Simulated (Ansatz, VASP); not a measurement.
One calculation of BaTiO3, two programs

```xyz
5
Lattice="2.8274 1.6324 2.3184 -2.8274 1.6324 2.3184 0.0000 -3.2648 2.3184" Properties=species:S:1:pos:R:3 pbc="T T T"
Ba    0.0000    0.0000    0.0000
Ti    0.0000    0.0000    3.3698
O     1.3885   -0.8017    2.3988
O    -1.3885   -0.8017    2.3988
O     0.0000    1.6033    2.3988
```

Alike in both runs: task relaxation of cell and atoms; functional PBEsol; k mesh 7 × 7 × 7; occupations fermi-dirac, width 0.05 eV; no spin polarisation; Hubbard terms Ti d U = 5.0 eV.

```csv
,VASP,Ansatz
version,VASP 6.6.1,Ansatz 0.2.0
potentials or method,"VASP PAW PBE potentials, release 64 (Ba_sv, Ti_sv, O)",Ansatz PAW
plane-wave cutoff (eV),600,420
valence electrons in the cell,40,40
```

|  | VASP | Ansatz | Ansatz less VASP |
| --- | --- | --- | --- |
| gap on the k mesh at the Fermi level, each at its own relaxed structure (eV) | 2.33 | 2.45 | +0.119 |
| relaxed volume (Å³/atom) | 12.94 | 12.64 | -0.306 |
| relaxed length of the cell vector where the two differ most in proportion (Å) | 4.015 | 3.983 | -0.0319 |

VASP's potentials were made for PBE, not for PBEsol. The programs project onto different local orbitals, so the same U acts differently, and such runs can settle in different states.

Spin-orbit coupling is off throughout. Noted on Ansatz's run: odd divisions of the mesh miss points on the zone boundary, where band edges often lie, so the gap on the mesh can be too wide; the plane-wave basis is chosen anew once the cell has moved, so the energies of steps on either side of that aren't comparable.
